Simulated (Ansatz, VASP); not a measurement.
Two plane-wave programs on B5C2

```xyz
7
Lattice="4.4343 0.0000 0.0000 0.0000 4.4343 0.0000 0.0000 0.0000 2.5980" Properties=species:S:1:pos:R:3 pbc="T T T"
B     0.0000    0.0000    0.0000
B     0.9420    2.2171    1.2990
B     3.4923    2.2171    1.2990
B     2.2171    3.4923    1.2990
B     2.2171    0.9420    1.2990
C     2.2171    0.0000    0.0000
C     0.0000    2.2171    0.0000
```

Alike in both runs: functional PBE; k mesh 4 × 4 × 5; occupations gaussian, width 0.2 eV; no spin polarisation.

Ansatz relaxed the structure, and its values are those at the end. VASP's run is a single point on that final structure, the one shown.

|  | VASP | Ansatz |
| --- | --- | --- |
| version | VASP 6.6.1 | Ansatz 0.2.0 |
| potentials or method | VASP PAW PBE potentials, release 64 (B, C), cutoff 600 eV | scalar-relativistic, plane waves, PAW |
| valence electrons in the cell | 23 | 23 |

|  | VASP | Ansatz | Ansatz less VASP |
| --- | --- | --- | --- |
| gap on the k mesh at the Fermi level (eV) | none | none | - |
| pressure (GPa) | -0.3 | -0.3 | +0.02 |

A gap of «none» marks a metal or a gap that the smearing closes.

The k mesh is coarse, so the values compare programs but aren't converged.
